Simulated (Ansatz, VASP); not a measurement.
ZnAu: VASP beside Ansatz

```xyz
2
Lattice="3.1470 0.0000 0.0000 0.0000 3.1470 0.0000 0.0000 0.0000 3.1470" Properties=species:S:1:pos:R:3 pbc="T T T"
Zn    1.2610    1.5735    1.5735
Au    0.0000    0.0000    0.0000
```

Change from the starting cell: all Zn atoms moved +0.312 Å, as atom 1 towards its neighbour atom 1 (Zn) at 3.147 Å.

Alike in both runs: task single point; functional PBE; k mesh 16 × 16 × 16; occupations gaussian, width 0.15 eV; no spin polarisation.

|  | VASP | Ansatz |
| --- | --- | --- |
| version | VASP 6.6.1 | Ansatz 0.2.0 |
| potentials or method | VASP PAW PBE potentials, release 64 (Zn, Au), cutoff 500 eV | scalar-relativistic, plane waves, PAW |
| valence electrons in the cell | 23 | 31 |

```csv
,VASP,Ansatz,Ansatz less VASP
gap on the k mesh at the Fermi level (eV),none,none,-
pressure (GPa),9.9,9.8,-0.18
"traceless stress, the component that is largest in VASP (GPa)",-3.27,-3.22,+0.044
rms of the force components (eV/Å),0.690,0.680,-0.0105
```

Atom by atom the forces differ by 0.010 eV/Å (rms over components). A gap of «none» marks a metal or a gap that the smearing closes. VASP's potentials hold 23 valence electrons a cell and Ansatz's 31, so a difference there can come from the potentials and not from the codes.

Spin-orbit coupling is off throughout.
